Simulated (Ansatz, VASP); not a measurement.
Si in VASP and in Ansatz

```
Si
1.0
    -3.59148    3.59148    1.92239
     3.59148   -3.59148    1.92239
     3.59148    3.59148   -1.92239
Si
4
Direct
  0.17880 0.17880 0.35760
  0.82120 0.82120 0.64240
  0.17880 0.82120 0.00000
  0.82120 0.17880 0.00000
```

Change from the starting cell: strain +0.080 along x and y, +0.000 along z, atoms carried along.

Alike in both runs: task single point; functional LDA; k mesh 10 × 10 × 10; occupations gaussian, width 0.03 eV; no spin polarisation.

|  | VASP | Ansatz |
| --- | --- | --- |
| version | VASP 6.6.1 | Ansatz 0.2.0 |
| potentials or method | VASP PAW LDA potentials, release 64 (Si), cutoff 520 eV | scalar-relativistic, plane waves, PAW |
| valence electrons in the cell | 16 | 16 |

Ansatz gave:

| Item | Value |
| --- | --- |
| gap on the k mesh at the Fermi level (eV) | 0.14 |
| least direct gap on the mesh (eV) | 1.17 |
| pressure (GPa) | -10.1 |
| traceless stress, the component that is largest in VASP (GPa) | 5.65 |
| rms of the force components (eV/Å) | 0.289 |

Task: Estimate VASP's values.

Result: gap on the k mesh at the Fermi level (eV): 0.14; least direct gap on the mesh (eV): 1.17; pressure (GPa): -10.1; traceless stress, the component that is largest in VASP (GPa): 5.67; rms of the force components (eV/Å): 0.289.

LDA's correlation is that of Perdew and Zunger in VASP and of Perdew and Wang (1992) in Ansatz. Atom by atom the forces differ by 0.000 eV/Å (rms over components).
